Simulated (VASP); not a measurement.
Set up this calculation in VASP 6.6.1, as the native input.

* Task: single point
* Functional: r2SCAN
* Potentials or basis: VASP PAW PBE potentials, release 64 (Mo_sv, S)
* Cutoff: 520 eV
* k mesh: 18 × 18 × 8
* Occupations: gaussian, width 0.15 eV
* Spin: no spin polarisation
* Dipole correction: no
* Further INCAR settings: ALGO = Normal; EDIFF = 1e-06; NBANDS = 20

MoS2:

```
Mo S
1.0
     3.12535    0.00000    0.00000
    -1.56268    2.70663    0.00000
     0.00000    0.00000    6.68534
Mo S
1 2
Direct
  0.00000 0.00000 0.50000
  0.33333 0.66667 0.25340
  0.66667 0.33333 0.74660
```

This cell differs from its parent crystal: ratio of the length along z to the lengths across it x 1.1, volume and fractional coordinates fixed.

The input as run:

POSCAR

```
MoS2
1.0
    3.1253503789      0.0000000000      0.0000000000
   -1.5626751895      2.7066328238      0.0000000000
    0.0000000000      0.0000000000      6.6853360137
Mo S
1 2
Direct
    0.0000000000      0.0000000000      0.5000000000
    0.3333333333      0.6666666667      0.2533961981
    0.6666666667      0.3333333333      0.7466038019
```

INCAR.step1

```
SYSTEM = MoS2
ALGO = Normal
EDIFF = 1E-4
ENCUT = 520
GGA = PE
ISMEAR = 0
LASPH = .True.
LCHARG = .False.
LREAL = .False.
LWAVE = .True.
NBANDS = 20
NELM = 100
PREC = Accurate
SIGMA = 0.15
```

INCAR.step2

```
SYSTEM = MoS2
ALGO = Normal
EDIFF = 1E-6
ENCUT = 520
ISIF = 2
ISMEAR = 0
ISTART = 1
LASPH = .True.
LCHARG = .False.
LMIXTAU = .True.
LREAL = .False.
LWAVE = .False.
METAGGA = R2SCAN
NBANDS = 20
NELM = 100
PREC = Accurate
SIGMA = 0.15
```

KPOINTS

```
k-points
0
Gamma
  18 18 8
  0 0 0
```

Potentials or basis: VASP PAW PBE potentials, release 64 (Mo_sv, S).

Run with:

```console
$ cat potpaw_PBE.64/Mo_sv/POTCAR potpaw_PBE.64/S/POTCAR > POTCAR
$ cp INCAR.step1 INCAR
$ mpirun -np 1 vasp_std > vasp.out
$ cp INCAR.step2 INCAR
$ mpirun -np 1 vasp_std > vasp.out
```

Results of the run:

```json
{"Pressure": "-1.3 GPa", "Largest force": "0.707 eV/Å", "Band gap on the k mesh": "zero (band 13 reaches 7.52 eV, above the bottom of band 14 at 6.75 eV)"}
```

Caveat: the PAW data sets were made with another functional, which shifts forces and pressure a little.

Run time: 25 min on 1 thread of Oxide Virtual Turin-like Processor (shared host), peak memory 0.35 GiB.
